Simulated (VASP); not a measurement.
InSb3, 4 atoms in the cell. The typed cell holds 4 atoms: a = 5.366 Å, b = 5.366 Å, c = 5.366 Å, α = 60.00°, β = 60.00°, γ = 60.00°. 

| Quantity | Value |
| --- | --- |
| Program | VASP 6.6.1 |
| Task | single point |
| Functional | LDA |
| Potentials or basis | VASP PAW LDA potentials, release 64 (Sb, In_d) |
| Cutoff | 520 eV |
| k mesh | 10 × 10 × 10 |
| Occupations | gaussian, width 0.05 eV |
| Spin | no spin polarisation |
| Dipole correction | no |
| Further INCAR settings | ALGO = Normal; EDIFF = 1e-07; NBANDS = 22 |

Potentials or basis: VASP PAW LDA potentials, release 64 (Sb, In_d).

Run with:

```console
$ cat potpaw_LDA.64/Sb/POTCAR potpaw_LDA.64/In_d/POTCAR > POTCAR
$ mpirun -np 1 vasp_std > vasp.out
```

Hardware: 1 thread of Intel(R) Xeon(R) 6975P-C (Granite Rapids), with other jobs on the host.

Problem. Estimate the wall time of this run.

Solution. Run time: 6.7 min on 1 thread of Intel(R) Xeon(R) 6975P-C (Granite Rapids) (shared host), peak memory 1.1 GiB. Counts: scf iterations 11, k points 504.
